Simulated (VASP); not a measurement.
# KCl (R3m) in VASP: single point with PBEsol

Aim: the single point of KCl with PBEsol.

Everything below comes from runs of VASP 6.6.1. Logs are shortened: lines on timing, memory, paths and dates and some standing lists are left out, and cuts for length are marked.

### 1 The cell of the first run

Symmetry: R3m, No. 160, trigonal system. Conventional cell: a = 4.784 Å, b = 4.784 Å, c = 10.407 Å, α = 90.00°, β = 90.00°, γ = 120.00°. K (site symmetry 3m) has 6 Cl at 3.04 to 3.54 Å within 4.0 Å. Cl (site symmetry 3m) has 6 K at 3.04 to 3.54 Å within 4.0 Å.

### 2 Single point, PBEsol (strained and its atoms moved)

The input, INCAR:

```
SYSTEM = KCl
PREC     = Accurate       ! precision mode
ENCUT    = 520            ! plane-wave cutoff, eV
EDIFF    = 1E-6           ! SCF threshold, eV
ISMEAR   = 0              ! smearing method
SIGMA    = 0.02           ! smearing width, eV
LREAL    = .FALSE.        ! projectors in reciprocal space
LASPH    = .TRUE.         ! aspherical terms in the spheres
NELM     = 80             ! most SCF steps
ALGO     = Normal         ! electronic algorithm
ISIF     = 2              ! what is computed and relaxed
LWAVE    = .FALSE.        ! write WAVECAR
LCHARG   = .FALSE.        ! write CHGCAR
GGA      = PS             ! functional
NBANDS   = 15             ! bands
```

The input, KPOINTS:

```
regular mesh
0
G
  6 6 6
  0 0 0
```

The input, POSCAR:

```
KCl
1.0
   -0.2524880000      3.1303462240      3.1303462240
    3.1303462240     -0.2524880000      3.1303462240
    3.1303462240      3.1303462240     -0.2524880000
K Cl
1 1
Direct
   -0.0228664439     -0.0228664439     -0.0228664439
    0.5228664439      0.5228664439      0.5228664439
```

Potentials or basis: VASP PAW PBE potentials, release 64 (K_sv, Cl).

Command:

```console
$ cat potpaw_PBE.64/K_sv/POTCAR potpaw_PBE.64/Cl/POTCAR > POTCAR
$ mpirun -np 1 vasp_std > vasp.out
```

OUTCAR:

```text
SYSTEM = KCl
   PREC = Accurate
   ENCUT = 520
   EDIFF = 1E-6
   ISMEAR = 0
   LREAL = .FALSE.
   LASPH = .TRUE.
   NELM = 80
   ISIF = 2
   GGA = PS

 ion  position               nearest neighbor table
   1  0.977  0.977  0.977-   2 3.04   2 3.04   2 3.04
   2  0.523  0.523  0.523-   1 3.04   1 3.04   1 3.04

  LATTYP: Found a trigonal (rhomboedric) cell.
 ALAT       =     4.4341724317
 COS(alpha) =     0.4179821875

  Lattice vectors:

 A1 = (  -0.2524880000,   3.1303462240,   3.1303462240)
 A2 = (   3.1303462240,  -0.2524880000,   3.1303462240)
 A3 = (   3.1303462240,   3.1303462240,  -0.2524880000)

Analysis of symmetry for initial positions (statically):
=====================================================================
 Subroutine PRICEL returns:
 Original cell was already a primitive cell.

 Routine SETGRP: Setting up the symmetry group for a
 trigonal (rhombohedral) supercell.

 Subroutine GETGRP returns: Found  6 space group operations
 (whereof  6 operations were pure point group operations)
 out of a pool of 12 trial point group operations.

The static configuration has the point symmetry C_3v.

Analysis of symmetry for dynamics (positions and initial velocities):
=====================================================================
 Subroutine PRICEL returns:
 Original cell was already a primitive cell.

 Routine SETGRP: Setting up the symmetry group for a
 trigonal (rhombohedral) supercell.

 Subroutine GETGRP returns: Found  6 space group operations
 (whereof  6 operations were pure point group operations)
 out of a pool of 12 trial point group operations.

The dynamic configuration has the point symmetry C_3v.

 Subroutine INISYM returns: Found  6 space group operations
 (whereof  6 operations are pure point group operations),
 and found     1 'primitive' translations

----------------------------------------------------------------------------------------

                                     Primitive cell

  volume of cell :      68.7553

  direct lattice vectors                    reciprocal lattice vectors
    -0.252488000  3.130346224  3.130346224    -0.141593715  0.154016396  0.154016396
     3.130346224 -0.252488000  3.130346224     0.154016396 -0.141593715  0.154016396
     3.130346224  3.130346224 -0.252488000     0.154016396  0.154016396 -0.141593715

  length of vectors
     4.434172432  4.434172432  4.434172432     0.259790070  0.259790070  0.259790070

  position of ions in fractional coordinates (direct lattice)
     0.977133556  0.977133556  0.977133556
     0.522866444  0.522866444  0.522866444

  ion indices of the primitive-cell ions
   primitive index   ion index
                 1           1
                 2           2

----------------------------------------------------------------------------------------

 KPOINTS: regular mesh

Automatic generation of k-mesh.
 Grid dimensions read from file:
 generate k-points for:    6    6    6

 Generating k-lattice:

  Cartesian coordinates                     Fractional coordinates (reciprocal lattice)
    -0.023598953  0.025669399  0.025669399     0.166666667 -0.000000000 -0.000000000
     0.025669399 -0.023598953  0.025669399    -0.000000000  0.166666667 -0.000000000
     0.025669399  0.025669399 -0.023598953    -0.000000000 -0.000000000  0.166666667

  Length of vectors
     0.043298345  0.043298345  0.043298345

  Shift w.r.t. Gamma in fractional coordinates (k-lattice)
     0.000000000  0.000000000  0.000000000

 Subroutine IBZKPT returns following result:
 ===========================================

 Found     32 irreducible k-points:

 Following reciprocal coordinates:
            Coordinates               Weight
  0.000000  0.000000  0.000000      1.000000
  0.166667 -0.000000 -0.000000      6.000000
  0.333333 -0.000000 -0.000000      6.000000
  0.500000  0.000000  0.000000      3.000000
  0.166667  0.166667 -0.000000      6.000000
  0.333333  0.166667  0.000000     12.000000
[... 16 lines left out ...]
  0.500000  0.500000  0.166667      6.000000
 -0.333333  0.500000  0.166667     12.000000
 [... further k-points ...]
   k-points           NKPTS =     32   k-points in BZ     NKDIM =     32   number of bands    NBANDS=     15
   number of dos      NEDOS =    301   number of ions     NIONS =      2
   total plane-waves  NPLWV =  46656
   dimension x,y,z NGX =    36 NGY =   36 NGZ =   36
   dimension x,y,z NGXF=    72 NGYF=   72 NGZF=   72
   ions per type =               1   1
   NGX,Y,Z   is equivalent  to a cutoff of  13.50, 13.50, 13.50 a.u.
   NGXF,Y,Z  is equivalent  to a cutoff of  26.99, 26.99, 26.99 a.u.
 SYSTEM =  KCl
   PREC   = accura    normal or accurate (medium, high low for compatibility)
   ISTART =      0    job   : 0-new  1-cont  2-samecut
   ICHARG =      2    charge: 1-file 2-atom 10-const
   ISPIN  =      1    spin polarized calculation?
   LNONCOLLINEAR =      F non collinear calculations
   LSORBIT =      F    spin-orbit coupling
   LASPH  =      T    aspherical Exc in radial PAW
   ENCUT  =  520.0 eV  38.22 Ry    6.18 a.u.   8.24  8.24  8.24*2*pi/ulx,y,z
   NELM   =     80;   NELMIN=  2; NELMDL= -5     # of ELM steps
   EDIFF  = 0.1E-05   stopping-criterion for ELM
   LREAL  =      F    real-space projection
   EDIFFG = 0.1E-04   stopping-criterion for IOM
   NSW    =      0    number of steps for IOM
   IBRION =     -1    ionic relax: 0-MD 1-quasi-New 2-CG
   NFREE  =      0    steps in history (QN), initial steepest desc. (CG)
   ISIF   =      2    stress and relaxation
   ISYM   =      2    0-nonsym 1-usesym 2-fastsym
   POTIM  = 0.5000    time-step for ionic-motion
   TEBEG  =    0.0;   TEEND  =   0.0 temperature during run
   PSTRESS=    0.0 pullay stress
   NELECT =      16.0000    total number of electrons
   NUPDOWN=      -1.0000    fix difference up-down
   EMIN   =  10.00;   EMAX   =-10.00  energy-range for DOS
   EFERMI =   0.00;   METHOD = LEGACY
   ISMEAR =     0;   SIGMA  =   0.02  broadening in eV -4-tet -1-fermi 0-gaus
   EFERMI_NEDOS =   21; number of points for ismear=-14 and -15
   IALGO  =     38    algorithm
   IMIX   =      4    mixing-type and parameters
     AMIX     =   0.40;   BMIX     =  1.00
     AMIX_MAG =   1.60;   BMIX_MAG =  1.00
  volume/ion in A,a.u.               =      34.38       231.99
  Fermi-wavevector in a.u.,A,eV,Ry     =   1.006961  1.902881 13.795914  1.013971
  Thomas-Fermi vector in A             =   2.139736
   LORBIT       =      0    0 simple, 1 ext, 2 COOP (PROOUT), +10 PAW based schemes
   GGA     = PS    functional components
   LHFCALC =     F    Hartree Fock is set to
   AEXX    =    0.0000 exact exchange contribution
   IVDW    =     0    specifies the selected vdW correction
   LEPSILON=     F    determine dielectric tensor
   LRPA    =     F    only Hartree local field effects (RPA)
 non-spin polarized calculation
 Gauss-broadening in eV      SIGMA  =   0.02
  energy-cutoff  :      520.00
  volume of cell :       68.76
 maximum number of plane-waves:      1870
 NGX is ok and might be reduce to    36
   NGX = 17   NGY = 17   NGZ = 17

 number of electron      16.0000000 magnetization

 Free energy of the ion-electron system (eV)
  ---------------------------------------------------
  ext. energy  EPLUGINS =         0.00000000
  ---------------------------------------------------
  free energy    TOTEN  =        -6.89273944 eV

  energy without entropy =       -6.89273944  energy(sigma->0) =       -6.89273944

 E-fermi :  -1.9494     XC(G=0):  -7.2803

 val. band max:       -2.1333244422   @ k =   0.0000   0.0000   0.0000
 cond. band min:       2.4440889759   @ k =   0.0000   0.0000   0.0000
 fundamental gap:      4.5774134181
 Fermi energy:        -1.9493982368

 k-point     1 :       0.0000    0.0000    0.0000
  band No.  band energies     occupation
      1     -29.5458      2.00000
      2     -14.2647      2.00000
      3     -13.0713      2.00000
      4     -13.0713      2.00000
      5     -13.0607      2.00000
      6      -2.3439      2.00000
      7      -2.3439      2.00000
      8      -2.1333      2.00000
      9       2.4441      0.00000
     10       5.7356      0.00000
     11       5.7356      0.00000
     12       7.1154      0.00000
     13       7.1658      0.00000
     14       7.1658      0.00000
     15       9.8403      0.00000

 k-point     2 :       0.1667   -0.0000   -0.0000
  band No.  band energies     occupation
      1     -29.5442      2.00000
      2     -14.3163      2.00000
      3     -13.0923      2.00000
      4     -13.0718      2.00000
      5     -12.9812      2.00000
      6      -2.5777      2.00000
      7      -2.3846      2.00000
      8      -2.1914      2.00000
      9       2.9948      0.00000
     10       5.6155      0.00000
     11       5.9091      0.00000
     12       6.9631      0.00000
     13       7.5132      0.00000
     14       7.8244      0.00000
     15      10.5157      0.00000

 k-point     3 :       0.3333   -0.0000   -0.0000
  band No.  band energies     occupation
      1     -29.5409      2.00000
      2     -14.4076      2.00000
      3     -13.1026      2.00000
      4     -13.0729      2.00000
      5     -12.8652      2.00000
      6      -2.9940      2.00000
      7      -2.4646      2.00000
      8      -2.2687      2.00000
      9       4.1527      0.00000
     10       5.4563      0.00000
     11       6.4326      0.00000
     12       7.5425      0.00000
     13       8.2846      0.00000
     14       8.5846      0.00000
     15       9.6645      0.00000
[... 343 lines left out ...]
 k-point    23 :       0.5000    0.5000    0.1667
  band No.  band energies     occupation
      1     -29.5362      2.00000
      2     -14.2725      2.00000
      3     -13.1689      2.00000
      4     -13.1121      2.00000
      5     -12.9803      2.00000
      6      -2.8704      2.00000
      7      -2.5812      2.00000
      8      -2.5242      2.00000
      9       4.7309      0.00000
     10       5.6068      0.00000
     11       6.9291      0.00000
     12       7.7951      0.00000
     13       7.9255      0.00000
     14       8.9183      0.00000
     15       9.1506      0.00000

 k-point    24 :      -0.3333    0.5000    0.1667
  band No.  band energies     occupation
      1     -29.5362      2.00000
      2     -14.2970      2.00000
      3     -13.1785      2.00000
      4     -13.1177      2.00000
      5     -12.9398      2.00000
      6      -2.7769      2.00000
      7      -2.6488      2.00000
      8      -2.5321      2.00000
      9       4.9210      0.00000
     10       5.9369      0.00000
     11       6.2661      0.00000
     12       7.5200      0.00000
     13       8.2313      0.00000
     14       9.1098      0.00000
     15       9.3553      0.00000

 [... further k-points ...]
[... 5 lines left out ...]
  --------------------------------------------------------------------------------------
  -------------------------------------------------------------------------------------
  Total       -0.4039993     -0.4039993     -0.4039993      0.0691405      0.0691405      0.0691405
  in kB       -9.4142353     -9.4142353     -9.4142353      1.6111528      1.6111528      1.6111528
  external PRESSURE =      -9.4142353 kB  Pullay stress =       0.0000000 kB

 VOLUME and BASIS-vectors are now :
 -----------------------------------------------------------------------------
  energy-cutoff  :      520.00
  volume of cell :       68.76
      direct lattice vectors                 reciprocal lattice vectors
    -0.252488000  3.130346224  3.130346224    -0.141593715  0.154016396  0.154016396
     3.130346224 -0.252488000  3.130346224     0.154016396 -0.141593715  0.154016396
     3.130346224  3.130346224 -0.252488000     0.154016396  0.154016396 -0.141593715

 POSITION                                       TOTAL-FORCE (eV/Angst)
 -----------------------------------------------------------------------------------
      5.87082      5.87082      5.87082         0.149398      0.149398      0.149398
      3.14149      3.14149      3.14149        -0.149398     -0.149398     -0.149398
 -----------------------------------------------------------------------------------
    total drift:                               -0.000051     -0.000051     -0.000051

  FREE ENERGIE OF THE ION-ELECTRON SYSTEM (eV)
  ---------------------------------------------------
  free  energy   TOTEN  =        -6.8927394426 eV

  energy  without entropy=       -6.8927394426  energy(sigma->0) =       -6.89273944
```

Wall time 35 s (1 thread of AMD EPYC 7R13, shared host); peak memory 0.21 GiB.

What came out:

| Quantity | Value |
| --- | --- |
| Free energy | -6.8927 eV |
| Pressure | -0.9 GPa |
| Largest force | 0.259 eV/Å |
| Band gap on the k mesh | 4.58 eV, direct |

Forces on the atoms (eV/Å):
```
K    0.149  0.149  0.149
Cl  -0.149 -0.149 -0.149
```

Caveat: the cell differs from its parent crystal (strained and its atoms moved); the PAW data sets were made with another functional, which shifts forces and pressure a little.
